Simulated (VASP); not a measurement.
Wanted: the native input for a VASP 6.6.1 run.

```
Task                   : relaxation of cell and atoms
Functional             : revPBE
Potentials or basis    : VASP PAW PBE potentials, release 64 (Cr_pv)
Cutoff                 : 600 eV
k mesh                 : 13 × 13 × 13
Occupations            : fermi-dirac, width 0.1 eV
Spin                   : no spin polarisation
Dipole correction      : no
Further INCAR settings : ALGO = Normal; EDIFF = 1e-06; IBRION = 2; EDIFFG = -0.01; NSW = 80; ISIF = 3
```

The structure of Cr lies in POSCAR:

```
Cr
1.0
    2.3484326893      0.0000000000      0.0000000000
    0.0000000000      2.3484326893      0.0000000000
    0.0000000000      0.0000000000      2.3484326893
Cr
1
Direct
    0.0000000000      0.0000000000      0.0000000000
```

These files were run (other wordings do the same):

INCAR

```
SYSTEM = Cr
ALGO = Normal
EDIFF = 1E-6
EDIFFG = -0.01
ENCUT = 600
GGA = RE
IBRION = 2
ISIF = 3
ISMEAR = -1
LASPH = .True.
LCHARG = .False.
LREAL = .False.
LWAVE = .False.
NELM = 60
NSW = 80
PREC = Accurate
SIGMA = 0.1
```

KPOINTS

```
k-points
0
Gamma
  13 13 13
  0 0 0
```

Potentials or basis: VASP PAW PBE potentials, release 64 (Cr_pv).

Launch:

```sh
$ cat potpaw_PBE.64/Cr_pv/POTCAR > POTCAR
$ mpirun -np 1 vasp_std > vasp.out
```

Results of the run:

The relaxed volume is 13.00 Å³/atom, the relaxed cell is a = 2.351 Å, b = 2.351 Å, c = 2.351 Å, α = 90.00°, β = 90.00°, γ = 90.00° and the space group after relaxing (to 0.05 Å) is Pm-3m (No. 221). The energy gained by relaxing is 0.1 meV/atom. The ionic steps are 3. The pressure after relaxing is 0.1 GPa. The band gap on the k mesh is zero (band 6 reaches 10.57 eV, above the bottom of band 7 at 9.09 eV).

Caveat: the PAW data sets were made with another functional, which shifts forces and pressure a little; the run has no spin polarisation, though such a crystal can be magnetic.

Run time: 17 s on 1 thread of Intel(R) Xeon(R) Platinum 8259CL CPU @ 2.50GHz (Skylake/Cascade Lake), with other jobs on the host, peak memory 0.13 GiB.
